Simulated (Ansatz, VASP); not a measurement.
# One calculation of Pb3O2, two programs

```
Pb O
1.0
     5.83633    0.00000    0.00000
    -2.91816    5.05441    0.00000
     0.00000    0.00000    4.05896
Pb O
3 2
Direct
  0.50000 0.00000 0.66667
  0.00000 0.50000 0.66667
  0.50000 0.50000 0.66667
  0.66667 0.33333 0.61180
  0.33333 0.66667 0.61180
```

Alike in both runs: task relaxation of cell and atoms; functional PBE; k mesh 3 × 3 × 4; occupations gaussian, width 0.1 eV; no spin polarisation.

|  | VASP | Ansatz |
| --- | --- | --- |
| version | VASP 6.6.1 | Ansatz 0.2.0 |
| potentials or method | VASP PAW PBE potentials, release 64 (Pb_d, O), cutoff 600 eV | scalar-relativistic, plane waves, PAW |
| valence electrons in the cell | 54 | 54 |

VASP gave:

| Quantity | Value |
| --- | --- |
| gap on the k mesh at the Fermi level, each at its own relaxed structure (eV) | none |
| relaxed volume (Å³/atom) | 27.50 |
| relaxed cell length with the largest relative difference (Å) | 3.531 |

Problem. What did Ansatz give for the same quantities?

Solution. gap on the k mesh at the Fermi level, each at its own relaxed structure (eV): none; relaxed volume (Å³/atom): 28.14; relaxed cell length with the largest relative difference (Å): 3.587.

A gap of «none» marks a metal or a gap that the smearing closes.

The k mesh is coarse, so the values compare programs but aren't converged. Neither program's run includes spin-orbit coupling.
